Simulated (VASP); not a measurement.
NiMoIrPdW:

```
CELL_PARAMETERS angstrom
2.76616 0.00000 0.00000
-1.38308 2.39557 0.00000
0.00000 0.00000 11.02292
ATOMIC_POSITIONS crystal
Ni 0.33333 0.66667 0.59712
Mo 0.00000 0.00000 0.41074
Pd 0.66667 0.33333 0.79520
Ir 0.66667 0.33333 0.19960
W 0.33333 0.66667 0.99734
```

| Item | Value |
| --- | --- |
| Program | VASP 6.6.1 |
| Task | relaxation of cell and atoms |
| Functional | revPBE |
| Potentials or basis | VASP PAW PBE potentials, release 64 (Ni, Mo_sv, Pd, Ir, W_sv) |
| Cutoff | 600 eV |
| k mesh | 8 × 8 × 2 |
| Occupations | fermi-dirac, width 0.05 eV |
| Spin | collinear spin, ferromagnetic start |
| Starting moments | [1.0, 1.0, 0.0, 0.6, 0.0] μB |

At the start: pressure 3.4 GPa; volume 14.61 Å³/atom.

**Question.** Where does the relaxation end?

**Answer.** Over 10 steps the energy falls by 2.5 meV/atom and the volume is 14.82 Å³/atom (+1.5 %); space group P3m1 (No. 156, to 0.1 Å) before and after; moment 0.00 μB per cell.

The path:
| step | energy change (eV) | largest force (eV/Å) | pressure (GPa) | volume (Å³) |
| --- | --- | --- | --- | --- |
| 1 | 0.0000 | 0.0986 | 3.41 | 73.04 |
| 2 | 0.0420 | 0.2053 | -7.08 | 76.38 |
| 3 | -0.0112 | 0.0800 | 0.10 | 74.07 |
| 4 | -0.0112 | 0.0812 | -0.16 | 74.11 |
| 5 | -0.0118 | 0.0488 | -0.18 | 74.12 |
| 6 | -0.0121 | 0.0421 | -0.13 | 74.14 |
| 7 | -0.0122 | 0.0127 | 0.38 | 74.00 |
| 8 | -0.0123 | 0.0164 | 0.17 | 74.06 |
| 9 | -0.0123 | 0.0069 | -0.10 | 74.16 |
| 10 | -0.0123 | 0.0069 | 0.01 | 74.11 |

Final structure:
```cif
data_structure
_symmetry_space_group_name_H-M 'P 1'
_symmetry_Int_Tables_number 1
_cell_length_a 2.7773
_cell_length_b 2.7773
_cell_length_c 11.0939
_cell_angle_alpha 90.000
_cell_angle_beta 90.000
_cell_angle_gamma 120.000
_cell_volume 74.11
loop_
_atom_site_label
_atom_site_type_symbol
_atom_site_fract_x
_atom_site_fract_y
_atom_site_fract_z
_atom_site_occupancy
Ni1 Ni 0.33333 0.66667 0.59643 1
Mo1 Mo 0.00000 0.00000 0.40980 1
Pd1 Pd 0.66667 0.33333 0.79567 1
Ir1 Ir 0.66667 0.33333 0.20009 1
W1 W 0.33333 0.66667 0.99801 1
```

Caveat: the PAW data sets were made with another functional, which shifts forces and pressure a little.
